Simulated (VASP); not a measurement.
## Cu4N: single point with PBE

Cu4N:

```xyz
5
Lattice="-2.5028 2.5028 2.5028 2.5028 -2.5028 2.5028 2.5028 2.5028 -2.5028" Properties=species:S:1:pos:R:3 pbc="T T T"
Cu    1.2514    1.2514   -1.2514
Cu    1.2514   -1.2514    1.2514
Cu   -1.2514    1.2514    1.2514
Cu    1.2514    1.2514    1.2514
N     0.0000    0.0000    0.0000
```

The cell was built from a structure type or drawn by symmetry, and may not be a known phase.

- Program: VASP 6.6.1
- Task: single point
- Functional: PBE
- Potentials or basis: VASP PAW PBE potentials, release 64 (Cu, N)
- Cutoff: 520 eV
- k mesh: 6 × 6 × 6
- Occupations: gaussian, width 0.1 eV
- Spin: collinear spin
- Starting moments: [1.0, 1.0, 1.0, 1.0, 0.0] μB

* Pressure: -4.3 GPa
* Net moment: 0.00 μB per cell
* Valence electrons inside the program's atomic spheres: Cu 9.93; N 3.53

Levels at points of the mesh, in eV from the Fermi level:
Spin up:
```csv
k point,band 22,band 23,band 24,band 25,band 26,band 27,band 28,band 29
"(0.00, 0.00, 0.00)",-1.51,-1.51,-1.51,-1.18,3.32,3.32,3.32,6.34
"(0.50, 0.00, 0.00)",-2.22,-1.83,-0.97,-0.83,2.06,2.37,3.92,4.96
"(0.50, 0.50, 0.50)",-1.48,-1.48,-0.57,-0.57,-0.57,4.39,4.39,4.39
```
Spin down:
| k point | band 23 | band 24 | band 25 | band 26 | band 27 | band 28 |
| --- | --- | --- | --- | --- | --- | --- |
| (0.00, 0.00, 0.00) | -1.51 | -1.51 | -1.18 | 3.32 | 3.32 | 3.32 |
| (0.50, 0.00, 0.00) | -1.83 | -0.97 | -0.83 | 2.06 | 2.37 | 3.92 |
| (0.50, 0.50, 0.50) | -1.48 | -0.57 | -0.57 | -0.57 | 4.39 | 4.39 |

It took 120 s on 1 thread of Intel Xeon 8259CL (shared host), peak memory 0.23 GiB.

Caveat: the cell stands under tension. With open d or f shells a metallic result of PBE can be an artefact of self-interaction; +U or a hybrid may open a gap.
